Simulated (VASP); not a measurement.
The system is SrO.

```
Sr O
1.0
     0.00000    2.59727    2.59727
     2.59727    0.00000    2.59727
     2.59727    2.59727    0.00000
Sr O
1 1
Direct
  0.00000 0.00000 0.00000
  0.50000 0.50000 0.50000
```

```yaml
Program: VASP 6.6.1
Task: relaxation of cell and atoms
Functional: PBEsol
Potentials_or_basis: VASP PAW PBE potentials, release 64 (Sr_sv, O)
Cutoff: 600 eV
k_mesh: 8 × 8 × 8
Occupations: fermi-dirac, width 0.02 eV
Spin: no spin polarisation
```

At the start: pressure -3.1 GPa; volume 17.52 Å³/atom.

Question: Where does the relaxation end?

Answer: Over 3 steps the energy falls by 6.3 meV/atom and the volume is 16.90 Å³/atom (-3.6 %); space group Fm-3m (No. 225, to 0.05 Å).

Step by step:
| step | energy change (eV) | largest force (eV/Å) | pressure (GPa) | volume (Å³) |
| --- | --- | --- | --- | --- |
| 1 | 0.0000 | 0.0000 | -3.12 | 35.04 |
| 2 | -0.0108 | 0.0000 | 1.32 | 33.34 |
| 3 | -0.0126 | 0.0000 | 0.00 | 33.79 |

Final structure:
```cif
data_structure
_symmetry_space_group_name_H-M 'P 1'
_symmetry_Int_Tables_number 1
_cell_length_a 3.6289
_cell_length_b 3.6289
_cell_length_c 3.6289
_cell_angle_alpha 60.000
_cell_angle_beta 60.000
_cell_angle_gamma 60.000
_cell_volume 33.79
loop_
_atom_site_label
_atom_site_type_symbol
_atom_site_fract_x
_atom_site_fract_y
_atom_site_fract_z
_atom_site_occupancy
Sr1 Sr 0.00000 0.00000 0.00000 1
O1 O 0.50000 0.50000 0.50000 1
```

Caveat: the PAW data sets were made with another functional, which shifts forces and pressure a little.
